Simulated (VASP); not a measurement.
# Si in VASP: further runs, part 2 of 2

VASP 6.6.1. The steps go on from the part before.

## 4. Single point, PBEsol

This run uses another cell than the first one, of 21.16 Å³/atom.

The input, INCAR:

```
SYSTEM = Si
ALGO = Normal ; EDIFF = 1E-6
ENCUT = 520 ; GGA = PS
ISIF = 2 ; ISMEAR = 0
LASPH = .TRUE. ; LCHARG = .FALSE.
LREAL = .FALSE. ; LWAVE = .FALSE.
NBANDS = 16 ; NELM = 60
PREC = Accurate ; SIGMA = 0.03
```

The input, KPOINTS:

```
k-points
0
G
  10 10 10
  0 0 0
```

The input, POSCAR:

```
Si
1.0
   -3.3997609616      3.3997609616      1.9186812134
    3.3997609616     -3.3997609616      1.9186812134
    3.2446147878      3.2446147878     -1.9186812134
Si
4
Direct
    0.1787304307      0.1787304307      0.3574608614
    0.8212695693      0.8212695693      0.6425391386
    0.1787304307      0.8212695693      0.0000000000
    0.8212695693      0.1787304307      0.0000000000
```

Potentials or basis: VASP PAW PBE potentials, release 64 (Si).

Command:

```console
$ cat potpaw_PBE.64/Si/POTCAR > POTCAR
$ mpirun -np 1 vasp_std > vasp.out
```

OUTCAR:

```text
SYSTEM = Si
   EDIFF = 1E-6
   ENCUT = 520
   GGA = PS
   ISIF = 2
   ISMEAR = 0
   LASPH = .TRUE.
   LREAL = .FALSE.
   NELM = 60
   PREC = Accurate

 ion  position               nearest neighbor table
   1  0.179  0.179  0.357-   2 2.32   2 2.32   3 2.38   4 2.38
   2  0.821  0.821  0.643-   1 2.32   1 2.32   4 2.38   3 2.38
   3  0.179  0.821  0.000-   4 2.36   4 2.36   2 2.38   1 2.38
   4  0.821  0.179  0.000-   3 2.36   3 2.36   2 2.38   1 2.38

  LATTYP: Found a face centered orthorhombic cell.
 ALAT       =     3.8373624268
 B/A-ratio  =     2.3915271623
 C/A-ratio  =     2.5058816583

  Lattice vectors:

 A1 = (  -0.1551461738,   6.6443757494,   0.0000000000)
 A2 = (  -3.3997609616,   3.3997609616,   1.9186812134)
 A3 = (   3.2446147878,   3.2446147878,   1.9186812134)

Analysis of symmetry for initial positions (statically):
=====================================================================
 Subroutine PRICEL returns:
 Original cell was already a primitive cell.

 Routine SETGRP: Setting up the symmetry group for a
 face centered orthorhombic supercell.

 Subroutine GETGRP returns: Found  8 space group operations
 (whereof  8 operations were pure point group operations)
 out of a pool of  8 trial point group operations.

The static configuration has the point symmetry D_2h.

Analysis of symmetry for dynamics (positions and initial velocities):
=====================================================================
 Subroutine PRICEL returns:
 Original cell was already a primitive cell.

 Routine SETGRP: Setting up the symmetry group for a
 face centered orthorhombic supercell.

 Subroutine GETGRP returns: Found  8 space group operations
 (whereof  8 operations were pure point group operations)
 out of a pool of  8 trial point group operations.

The dynamic configuration has the point symmetry D_2h.
[... 121 lines left out ...]
   IMIX   =      4    mixing-type and parameters
     AMIX     =   0.40;   BMIX     =  1.00
     AMIX_MAG =   1.60;   BMIX_MAG =  1.00
  volume/ion in A,a.u.               =      21.16       142.83
  Fermi-wavevector in a.u.,A,eV,Ry     =   0.939485  1.775370 12.008949  0.882633
  Thomas-Fermi vector in A             =   2.066802
   LORBIT       =      0    0 simple, 1 ext, 2 COOP (PROOUT), +10 PAW based schemes
   GGA     = PS    functional components
   LHFCALC =     F    Hartree Fock is set to
   AEXX    =    0.0000 exact exchange contribution
   IVDW    =     0    specifies the selected vdW correction
   LEPSILON=     F    determine dielectric tensor
   LRPA    =     F    only Hartree local field effects (RPA)
 non-spin polarized calculation
 Gauss-broadening in eV      SIGMA  =   0.03
  energy-cutoff  :      520.00
  volume of cell :       84.66
 maximum number of plane-waves:      2297
   NGX = 19   NGY = 19   NGZ = 19

 number of electron      16.0000000 magnetization

 Free energy of the ion-electron system (eV)
  ---------------------------------------------------
  ext. energy  EPLUGINS =         0.00000000
  ---------------------------------------------------
  free energy    TOTEN  =       -22.52609419 eV

  energy without entropy =      -22.52600813  energy(sigma->0) =      -22.52605116

 E-fermi :   5.6629     XC(G=0):  -9.2561

 val. band max:        5.6302235571   @ k =  -0.4000   0.4000   0.5000
 cond. band min:       5.6858027715   @ k =  -0.1000  -0.2000   0.1000
 fundamental gap:      0.0555792144
 Fermi energy:         5.6629196130

 k-point     1 :       0.0000    0.0000    0.0000
  band No.  band energies     occupation
      1      -6.6571      2.00000
      2      -2.3941      2.00000
      3      -0.3841      2.00000
      4       0.0939      2.00000
      5       1.6365      2.00000
      6       3.8509      2.00000
[... 433 lines left out ...]
      3      -1.6457      2.00000
      4       0.4563      2.00000
      5       1.2577      2.00000
      6       2.5060      2.00000
[... 8 lines left out ...]
     15      11.3436      0.00000
     16      12.3484      0.00000

 [... further k-points ...]

------------------------ aborting loop because EDIFF is reached ----------------------------------------

  FORCE on cell =-STRESS in cart. coord.  units (eV):
  Direction    XX          YY          ZZ          XY          YZ          ZX
  --------------------------------------------------------------------------------------
  -------------------------------------------------------------------------------------
  Total        0.0095808      0.0095808      0.0898487      0.8547001      0.0000000      0.0000000
  in kB        0.1813161      0.1813161      1.7003879     16.1752121      0.0000000      0.0000000
  external PRESSURE =       0.6876733 kB  Pullay stress =       0.0000000 kB

 VOLUME and BASIS-vectors are now :
 -----------------------------------------------------------------------------
  energy-cutoff  :      520.00
  volume of cell :       84.66
      direct lattice vectors                 reciprocal lattice vectors
    -3.399760962  3.399760962  1.918681213     0.003516167  0.150585331  0.260595661
     3.399760962 -3.399760962  1.918681213     0.150585331  0.003516167  0.260595661
     3.244614788  3.244614788 -1.918681213     0.154101498  0.154101498  0.000000000

 POSITION                                       TOTAL-FORCE (eV/Angst)
 -----------------------------------------------------------------------------------
      1.15982      1.15982      0.00000        -0.126741     -0.126741     -0.000000
      2.08479      2.08479      1.91868         0.126741      0.126741      0.000000
      2.18448     -2.18448      1.91868        -0.127385      0.127385      0.000000
     -2.18448      2.18448      1.91868         0.127385     -0.127385      0.000000
 -----------------------------------------------------------------------------------
    total drift:                               -0.000000     -0.000000      0.000000

  FREE ENERGIE OF THE ION-ELECTRON SYSTEM (eV)
  ---------------------------------------------------
  free  energy   TOTEN  =       -22.5260941921 eV

  energy  without entropy=      -22.5260081329  energy(sigma->0) =      -22.52605116
```

stdout:

```text
POSCAR found type information on POSCAR Si
 POSCAR found :  1 types and       4 ions
 scaLAPACK will be used
 -----------------------------------------------------------------------------
|                                                                             |
|                                                                             |
|     You enforced a specific xc type in the INCAR file but a different       |
|     I HOPE YOU KNOW WHAT YOU ARE DOING!                                     |
|                                                                             |
 -----------------------------------------------------------------------------

 LDA part: xc-table for (Slater+PW92), standard interpolation
 POSCAR, INCAR and KPOINTS ok, starting setup
 FFT: planning ... GRIDC
 FFT: planning ... GRID_SOFT
 FFT: planning ... GRID
 WAVECAR not read
 entering main loop
```

Wall time 6.2 min (1 thread of Intel Xeon 8259CL, shared host); peak memory 0.34 GiB.

What came out:

```
Free energy            : -22.5261 eV
Pressure               : 0.1 GPa
Largest force          : 0.180 eV/Å
Band gap on the k mesh : zero (bands 8 and 9 overlap by 0.05 eV)
```

Forces on the atoms (eV/Å):
```
Si  -0.127 -0.127  0.000
Si   0.127  0.127  0.000
Si  -0.127  0.127  0.000
Si   0.127 -0.127  0.000
```

Levels at points of the mesh, in eV from the Fermi level:
```csv
k point,band 5,band 6,band 7,band 8,band 9,band 10,band 11,band 12
"(0.00, 0.00, 0.00)",-4.03,-1.81,-1.59,-0.77,1.15,1.34,1.34,1.94
"(0.50, 0.00, 0.00)",-4.62,-3.76,-2.62,-1.66,0.54,2.01,2.74,3.31
"(0.50, 0.50, 0.00)",-2.93,-2.20,-2.10,-1.93,1.45,1.52,1.59,3.21
"(0.00, 0.00, 0.50)",-3.24,-2.37,-2.12,-1.76,1.22,1.67,1.89,4.15
"(0.50, 0.50, 0.50)",-3.18,-0.51,-0.42,0.07,0.08,2.91,3.19,3.71
```

Caveat: semilocal functionals underestimate gaps, and a narrow one can read as zero; the PAW data sets were made with another functional, which shifts forces and pressure a little.

## 5. Single point, PBEsol

This run uses another cell than the first one, of 23.35 Å³/atom.

The input, INCAR:

```
SYSTEM = Si
PREC = Accurate
ENCUT = 520
EDIFF = 1E-6
ISMEAR = 0
SIGMA = 0.03
LREAL = .FALSE.
LASPH = .TRUE.
NELM = 100
ALGO = Normal
ISIF = 2
LWAVE = .FALSE.
LCHARG = .FALSE.
GGA = PS
NBANDS = 16
```

The input, KPOINTS:

```
Automatic mesh
0
G
  10 10 10
  0 0 0
```

The input, POSCAR:

```
Si
1.0
   -3.4882972684      3.4882972684      1.9186812134
    3.4882972684     -3.4882972684      1.9186812134
    3.4882972684      3.4882972684     -1.9186812134
Si
4
Direct
    0.1787304307      0.1787304307      0.3574608614
    0.8212695693      0.8212695693      0.6425391386
    0.1787304307      0.8212695693      0.0000000000
    0.8212695693      0.1787304307      0.0000000000
```

Potentials or basis: VASP PAW PBE potentials, release 64 (Si).

Command:

```console
$ cat potpaw_PBE.64/Si/POTCAR > POTCAR
$ mpirun -np 1 vasp_std > vasp.out
```

OUTCAR:

```text
SYSTEM = Si
   PREC = Accurate
   ENCUT = 520
   EDIFF = 1E-6
   ISMEAR = 0
   LREAL = .FALSE.
   LASPH = .TRUE.
   NELM = 100
   ISIF = 2
   GGA = PS

 ion  position               nearest neighbor table
   1  0.179  0.179  0.357-   2 2.38   2 2.38   3 2.49   4 2.49
   2  0.821  0.821  0.643-   1 2.38   1 2.38   4 2.49   3 2.49
   3  0.179  0.821  0.000-   4 2.38   4 2.38   2 2.49   1 2.49
   4  0.821  0.179  0.000-   3 2.38   3 2.38   2 2.49   1 2.49

  LATTYP: Found a body centered tetragonal cell.
 ALAT       =     6.9765945368
 C/A-ratio  =     0.5500337459

  Lattice vectors:

 A1 = (  -3.4882972684,   3.4882972684,   1.9186812134)
 A2 = (   3.4882972684,  -3.4882972684,   1.9186812134)
 A3 = (   3.4882972684,   3.4882972684,  -1.9186812134)

Analysis of symmetry for initial positions (statically):
=====================================================================
 Subroutine PRICEL returns:
 Original cell was already a primitive cell.

 Routine SETGRP: Setting up the symmetry group for a
 body centered tetragonal supercell.

 Subroutine GETGRP returns: Found 16 space group operations
 (whereof 16 operations were pure point group operations)
 out of a pool of 16 trial point group operations.

The static configuration has the point symmetry D_4h.

Analysis of symmetry for dynamics (positions and initial velocities):
=====================================================================
 Subroutine PRICEL returns:
 Original cell was already a primitive cell.

 Routine SETGRP: Setting up the symmetry group for a
 body centered tetragonal supercell.

 Subroutine GETGRP returns: Found 16 space group operations
 (whereof 16 operations were pure point group operations)
 out of a pool of 16 trial point group operations.

The dynamic configuration has the point symmetry D_4h.

 Subroutine INISYM returns: Found 16 space group operations
 (whereof 16 operations are pure point group operations),
 and found     1 'primitive' translations

----------------------------------------------------------------------------------------

                                     Primitive cell

  volume of cell :      93.3877

  direct lattice vectors                    reciprocal lattice vectors
    -3.488297268  3.488297268  1.918681213     0.000000000  0.143336408  0.260595661
     3.488297268 -3.488297268  1.918681213     0.143336408  0.000000000  0.260595661
     3.488297268  3.488297268 -1.918681213     0.143336408  0.143336408  0.000000000

  length of vectors
     5.293181771  5.293181771  5.293181771     0.297414567  0.297414567  0.202708292

  position of ions in fractional coordinates (direct lattice)
     0.178730431  0.178730431  0.357460861
     0.821269569  0.821269569  0.642539139
     0.178730431  0.821269569  0.000000000
     0.821269569  0.178730431  0.000000000

  ion indices of the primitive-cell ions
   primitive index   ion index
                 1           1
                 2           2
                 3           3
                 4           4

----------------------------------------------------------------------------------------

 KPOINTS: Automatic mesh

Automatic generation of k-mesh.
 Grid dimensions read from file:
[... 22 lines left out ...]
  0.000000  0.000000  0.000000      1.000000
  0.100000  0.000000 -0.000000      8.000000
  0.200000  0.000000 -0.000000      8.000000
  0.300000 -0.000000  0.000000      8.000000
  0.400000  0.000000  0.000000      8.000000
  0.500000 -0.000000  0.000000      4.000000
[... 16 lines left out ...]
  0.300000  0.300000  0.000000      8.000000
  0.400000  0.300000  0.000000     16.000000
 [... further k-points ...]
   k-points           NKPTS =    102   k-points in BZ     NKDIM =    102   number of bands    NBANDS=     16
   number of dos      NEDOS =    301   number of ions     NIONS =      4
   total plane-waves  NPLWV =  64000
   dimension x,y,z NGX =    40 NGY =   40 NGZ =   40
   dimension x,y,z NGXF=    80 NGYF=   80 NGZF=   80
   ions per type =               4
   NGX,Y,Z   is equivalent  to a cutoff of  12.56, 12.56, 12.56 a.u.
   NGXF,Y,Z  is equivalent  to a cutoff of  25.13, 25.13, 25.13 a.u.
 SYSTEM =  Si
   PREC   = accura    normal or accurate (medium, high low for compatibility)
   ISTART =      0    job   : 0-new  1-cont  2-samecut
   ICHARG =      2    charge: 1-file 2-atom 10-const
   ISPIN  =      1    spin polarized calculation?
   LNONCOLLINEAR =      F non collinear calculations
   LSORBIT =      F    spin-orbit coupling
   LASPH  =      T    aspherical Exc in radial PAW
   ENCUT  =  520.0 eV  38.22 Ry    6.18 a.u.   9.84  9.84  9.84*2*pi/ulx,y,z
   NELM   =    100;   NELMIN=  2; NELMDL= -5     # of ELM steps
   EDIFF  = 0.1E-05   stopping-criterion for ELM
   LREAL  =      F    real-space projection
   EDIFFG = 0.1E-04   stopping-criterion for IOM
   NSW    =      0    number of steps for IOM
   IBRION =     -1    ionic relax: 0-MD 1-quasi-New 2-CG
   NFREE  =      0    steps in history (QN), initial steepest desc. (CG)
   ISIF   =      2    stress and relaxation
   ISYM   =      2    0-nonsym 1-usesym 2-fastsym
   POTIM  = 0.5000    time-step for ionic-motion
   TEBEG  =    0.0;   TEEND  =   0.0 temperature during run
   PSTRESS=    0.0 pullay stress
   NELECT =      16.0000    total number of electrons
   NUPDOWN=      -1.0000    fix difference up-down
   EMIN   =  10.00;   EMAX   =-10.00  energy-range for DOS
   EFERMI =   0.00;   METHOD = LEGACY
   ISMEAR =     0;   SIGMA  =   0.03  broadening in eV -4-tet -1-fermi 0-gaus
   EFERMI_NEDOS =   21; number of points for ismear=-14 and -15
   IALGO  =     38    algorithm
   IMIX   =      4    mixing-type and parameters
     AMIX     =   0.40;   BMIX     =  1.00
     AMIX_MAG =   1.60;   BMIX_MAG =  1.00
  volume/ion in A,a.u.               =      23.35       157.55
  Fermi-wavevector in a.u.,A,eV,Ry     =   0.909253  1.718240 11.248502  0.826742
  Thomas-Fermi vector in A             =   2.033276
   LORBIT       =      0    0 simple, 1 ext, 2 COOP (PROOUT), +10 PAW based schemes
   GGA     = PS    functional components
   LHFCALC =     F    Hartree Fock is set to
   AEXX    =    0.0000 exact exchange contribution
   IVDW    =     0    specifies the selected vdW correction
   LEPSILON=     F    determine dielectric tensor
   LRPA    =     F    only Hartree local field effects (RPA)
 non-spin polarized calculation
 Gauss-broadening in eV      SIGMA  =   0.03
  energy-cutoff  :      520.00
  volume of cell :       93.39
 maximum number of plane-waves:      2531
   NGX = 19   NGY = 19   NGZ = 19

 number of electron      16.0000000 magnetization

 Free energy of the ion-electron system (eV)
  ---------------------------------------------------
  ext. energy  EPLUGINS =         0.00000000
  ---------------------------------------------------
  free energy    TOTEN  =       -22.29111252 eV

  energy without entropy =      -22.29111252  energy(sigma->0) =      -22.29111252

 E-fermi :   4.5571     XC(G=0):  -8.8806

 val. band max:        4.4182551235   @ k =   0.5000   0.5000   0.5000
 cond. band min:       4.7022498226   @ k =   0.3000   0.2000   0.2000
 fundamental gap:      0.2839946991
 Fermi energy:         4.5571473006

 k-point     1 :       0.0000    0.0000    0.0000
  band No.  band energies     occupation
      1      -6.9243      2.00000
      2      -3.4096      2.00000
      3      -0.8562      2.00000
      4      -0.8562      2.00000
      5       1.0878      2.00000
      6       3.3541      2.00000
[... 433 lines left out ...]
      3      -2.2626      2.00000
      4      -0.3428      2.00000
      5       0.6149      2.00000
      6       1.8090      2.00000
[... 8 lines left out ...]
     15      10.4517      0.00000
     16      11.2709      0.00000

 [... further k-points ...]

------------------------ aborting loop because EDIFF is reached ----------------------------------------

  FORCE on cell =-STRESS in cart. coord.  units (eV):
  Direction    XX          YY          ZZ          XY          YZ          ZX
  --------------------------------------------------------------------------------------
  -------------------------------------------------------------------------------------
  Total       -5.0516274     -5.0516274     -1.2378577      0.0000000      0.0000000     -0.0000000
  in kB      -86.6666693    -86.6666693    -21.2369190      0.0000000      0.0000000     -0.0000000
  external PRESSURE =     -64.8567525 kB  Pullay stress =       0.0000000 kB

 VOLUME and BASIS-vectors are now :
 -----------------------------------------------------------------------------
  energy-cutoff  :      520.00
  volume of cell :       93.39
      direct lattice vectors                 reciprocal lattice vectors
    -3.488297268  3.488297268  1.918681213     0.000000000  0.143336408  0.260595661
     3.488297268 -3.488297268  1.918681213     0.143336408  0.000000000  0.260595661
     3.488297268  3.488297268 -1.918681213     0.143336408  0.143336408  0.000000000

 POSITION                                       TOTAL-FORCE (eV/Angst)
 -----------------------------------------------------------------------------------
      1.24693      1.24693      0.00000        -0.321808     -0.321808      0.000000
      2.24137      2.24137      1.91868         0.321808      0.321808     -0.000000
      2.24137     -2.24137      1.91868         0.321808     -0.321808      0.000000
     -2.24137      2.24137      1.91868        -0.321808      0.321808      0.000000
 -----------------------------------------------------------------------------------
    total drift:                               -0.000000     -0.000000      0.000000

  FREE ENERGIE OF THE ION-ELECTRON SYSTEM (eV)
  ---------------------------------------------------
  free  energy   TOTEN  =       -22.2911125159 eV

  energy  without entropy=      -22.2911125159  energy(sigma->0) =      -22.29111252
```

Run time: 3.8 min. Hardware: 1 thread of Intel Xeon 8259CL, shared host; peak memory 0.3 GiB.

Results:

```
Free energy            : -22.2911 eV
Pressure               : -6.5 GPa
Largest force          : 0.455 eV/Å
Band gap on the k mesh : 0.28 eV (least direct gap 0.94 eV)
```

Forces on the atoms (eV/Å):
```
Si  -0.322 -0.322  0.000
Si   0.322  0.322  0.000
Si   0.322 -0.322  0.000
Si  -0.322  0.322  0.000
```

Caveat: the stress differs along the axes, from -9 to -2 GPa; the PAW data sets were made with another functional, which shifts forces and pressure a little.

## 6. Overview

| cell | gap on the mesh (eV) | pressure (GPa) | largest force (eV/Å) |
| --- | --- | --- | --- |
| a = 4.959, b = 4.959, c = 4.758 Å, angles 99.0, 99.0, 134.5°, 4 atoms | none | 10.9 | 1.35 |
| a = 5.075 Å, angles 98.2, 98.2, 135.6°, 4 atoms | 0.23 | 0.1 | - |
| a = 5.177, b = 5.177, c = 4.974 Å, angles 98.2, 98.2, 136.5°, 4 atoms | none | 0.1 | 0.18 |
| a = 5.293 Å, angles 97.6, 97.6, 137.5°, 4 atoms | 0.28 | -6.5 | 0.46 |

Alike in all rows: task single point; level PBEsol; potentials or basis VASP PAW PBE potentials, release 64 (Si); no spin polarisation; k mesh 10 × 10 × 10; cutoff (eV) 520; smearing gaussian 0.03 eV.

Caveats: the PAW data sets were made with another functional, which shifts forces and pressure a little; semilocal functionals underestimate gaps, and a narrow one can read as zero (at least some runs); the stress differs along the axes, from 4 to 14 GPa (at least some runs); the stress differs along the axes, from -9 to -2 GPa (at least some runs).

Absolute energies hang on the potentials; compare differences alone.

The gap in the log of VASP goes by the Fermi energy; the results here count the filled bands.